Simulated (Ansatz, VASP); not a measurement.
# PbF2 in VASP and in Ansatz

```xyz
3
Lattice="0.0000 2.8808 2.9253 2.8808 0.0000 2.9253 2.8808 2.8808 0.0000" Properties=species:S:1:pos:R:3 pbc="T T T"
Pb    0.0000    0.0000    0.0000
F     1.4404    1.4404    1.4627
F     4.3211    4.3211    4.3880
```

Change from the starting cell: strain -0.030 along x and y, -0.015 along z, atoms carried along.

Alike in both runs: task single point; functional PBE; dispersion D3(BJ); k mesh 8 × 8 × 8; occupations gaussian, width 0.05 eV; no spin polarisation.

|  | VASP | Ansatz |
| --- | --- | --- |
| version | VASP 6.6.1 | Ansatz 0.2.0 |
| potentials or method | VASP PAW PBE potentials, release 64 (Pb_d, F), cutoff 520 eV | scalar-relativistic, plane waves, PAW |
| valence electrons in the cell | 28 | 28 |

```tsv
	VASP	Ansatz	Ansatz less VASP
gap on the k mesh at the Fermi level (eV)	4.35	4.36	+0.003
least direct gap on the mesh (eV)	4.52	4.52	+0.002
pressure (GPa)	7.3	7.6	+0.21
traceless stress, the component that is largest in VASP (GPa)	-0.49	-0.49	-0.001
```

Spin-orbit coupling is off throughout.
